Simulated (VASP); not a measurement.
Re: single point with PBE

Re:

```xyz
1
Lattice="-1.9582 0.0000 1.9582 0.0000 1.9582 1.9582 -1.9582 1.9582 0.0000" Properties=species:S:1:pos:R:3 pbc="T T T"
Re    0.0000    0.0000    0.0000
```

```
Program                : VASP 6.6.1
Task                   : single point
Functional             : PBE
Potentials or basis    : VASP PAW PBE potentials, release 64 (Re)
Cutoff                 : 600 eV
k mesh                 : 4 × 4 × 4
Occupations            : fermi-dirac, width 0.1 eV
Spin                   : no spin polarisation
Dipole correction      : no
Further INCAR settings : ALGO = Normal; EDIFF = 1e-06; NBANDS = 10
```

```json
{
 "Pressure": "2.2 GPa"
}
```

Levels at points of the mesh, in eV from the Fermi level:
```
           k point  band 1  band 2  band 3  band 4  band 5  band 6  band 7  band 8
(0.00, 0.00, 0.00)  -10.16   -2.02   -2.02   -2.02    1.09    1.09   13.67   19.28
(0.50, 0.00, 0.00)   -6.91   -2.21   -2.21    0.03    3.56    3.56    9.52   13.21
(0.50, 0.50, 0.00)   -6.80   -5.97    2.53    3.52    4.28    4.28   11.95   11.95
```

Wall time 4 s on 1 thread of Intel(R) Xeon(R) 6975P-C (Granite Rapids) (shared host), peak memory 0.13 GiB.

Caveat: the k points lie up to 0.69 Å⁻¹ apart; spin-orbit coupling is left out, which moves the levels of the heavy elements.
